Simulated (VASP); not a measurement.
Input of a VASP 6.6.1 run:

File INCAR:

```
PREC     = Accurate       # precision mode
ENCUT    = 520            # plane-wave cutoff, eV
EDIFF    = 1E-7           # SCF threshold, eV
ISMEAR   = 0              # smearing method
SIGMA    = 0.1            # smearing width, eV
LREAL    = False          # projectors in reciprocal space
LASPH    = True           # aspherical terms in the spheres
NELM     = 100            # most SCF steps
ALGO     = Normal         # electronic algorithm
ISIF     = 2              # what is computed and relaxed
LWAVE    = False          # write WAVECAR
LCHARG   = False          # write CHGCAR
GGA      = PE             # functional
NBANDS   = 16             # bands
```

KPOINTS

```
Automatic mesh
0
Gamma
  4 4 4
```

File POSCAR:

```
AgCl
1.0
    3.4339730000      0.0000000000      0.0000000000
    0.0000000000      3.4339730000      0.0000000000
    0.0000000000      0.0000000000      3.4339730000
Ag Cl
1 1
Direct
    0.0000000000      0.0000000000      0.0000000000
    0.5000000000      0.5000000000      0.5000000000
```

Potentials or basis: VASP PAW PBE potentials, release 64 (Ag, Cl).

Run with:

```console
$ cat potpaw_PBE.64/Ag/POTCAR potpaw_PBE.64/Cl/POTCAR > POTCAR
$ mpirun -np 1 vasp_std > vasp.out
```

**Question.** Predict the band gap on the k mesh.

**Answer.** 0.56 eV, indirect (least direct gap 2.05 eV).

**Question.** What does it give for the pressure?

**Answer.** 0.0 GPa.

Caveat: the k points lie up to 0.46 Å⁻¹ apart. A k mesh can miss the band edges.
